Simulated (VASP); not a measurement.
Runs of VASP 6.6.1 on Na2S. The structure is that of space group Fm-3m (No. 225), or close to it. The cells are those of the table. 

```tsv
level	cell	k mesh	cutoff (eV)	smearing	grid for exact exchange (PRECFOCK)	share of exact exchange	screening parameter	gap on the mesh (eV)	pressure (GPa)
PBE	a = 4.604, b = 4.604, c = 4.592 Å, angles 60.1, 60.1, 60.2°, 3 atoms	8 × 8 × 8	500	fermi-dirac 0.02 eV	-	-	-	2.52	0.8
r2SCAN	a = 4.604 Å, angles 60.0°, 3 atoms	8 × 8 × 8	550	gaussian 0.01 eV	-	-	-	3.11	-0.1
PBE	a = 4.650 Å, angles 59.3°, 3 atoms	8 × 8 × 8	500	fermi-dirac 0.02 eV	-	-	-	(b)	0.3
HSE06	a = 4.604 Å, angles 60.0°, 3 atoms	6 × 6 × 6	400	gaussian 0.01 eV	Normal	0.25	0.2079 1/Å	3.52	0.0
r2SCAN	a = 4.604, b = 4.604, c = 4.592 Å, angles 60.1, 60.1, 60.2°, 3 atoms	8 × 8 × 8	550	gaussian 0.01 eV	-	-	-	3.11	-0.1
r2SCAN	a = 4.650 Å, angles 59.3°, 3 atoms	8 × 8 × 8	550	gaussian 0.01 eV	-	-	-	(a)	(c)
```

Alike in all rows: task single point; potentials or basis VASP PAW PBE potentials, release 64 (S, Na_pv); no spin polarisation.

**Question.** Fill in the values left out.

**Answer.** (a) 3.05; (b) 2.47; (c) -0.6.

Caveats: the PAW data sets were made with another functional, which shifts forces and pressure a little (at least some runs).

A k mesh can miss the band edges.
